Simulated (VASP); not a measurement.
The system is CoO.

```xyz
2
Lattice="0.0000 2.1315 2.1315 2.1315 0.0000 2.1315 2.1315 2.1315 0.0000" Properties=species:S:1:pos:R:3 pbc="T T T"
Co    0.0000    0.0000    0.0000
O     2.1315    2.1315    2.1315
```

| Item | Value |
| --- | --- |
| Program | VASP 6.6.1 |
| Task | relaxation of cell and atoms |
| Functional | PBEsol |
| Dispersion | D3(BJ) |
| Potentials or basis | VASP PAW PBE potentials, release 64 (Co, O) |
| Cutoff | 600 eV |
| k mesh | 11 × 11 × 11 |
| Occupations | fermi-dirac, width 0.05 eV |
| Spin | collinear spin, ferromagnetic start |
| Starting moments | [2.0, 0.0] μB |

At the start: pressure -15.4 GPa; volume 9.68 Å³/atom.

Question: Where does the relaxation end?

Answer: Over 8 steps the energy falls by 8.6 meV/atom and the volume is 8.76 Å³/atom (-9.5 %); space group Fm-3m (No. 225, to 0.1 Å) before and after; moment 2.47 μB per cell.

The path:
| step | energy change (eV) | largest force (eV/Å) | pressure (GPa) | volume (Å³) |
| --- | --- | --- | --- | --- |
| 1 | 0.0000 | 0.0000 | -15.36 | 19.37 |
| 2 | -0.0042 | 0.0000 | 7.29 | 16.88 |
| 3 | -0.0048 | 0.0000 | -5.80 | 18.29 |
| 4 | -0.0169 | 0.0000 | -0.72 | 17.63 |
| 5 | -0.0172 | 0.0000 | -0.51 | 17.55 |
| 6 | -0.0167 | 0.0000 | 1.16 | 17.37 |
| 7 | -0.0172 | 0.0000 | 0.20 | 17.49 |
| 8 | -0.0172 | 0.0000 | 0.02 | 17.52 |

Final structure:
```
CELL_PARAMETERS angstrom
0.00000 2.06137 2.06137
2.06137 0.00000 2.06137
2.06137 2.06137 0.00000
ATOMIC_POSITIONS crystal
Co 0.00000 0.00000 0.00000
O 0.50000 0.50000 0.50000
```

Caveat: the PAW data sets were made with another functional, which shifts forces and pressure a little; a cell with one magnetic atom can't hold antiferromagnetic order, which such compounds often take.
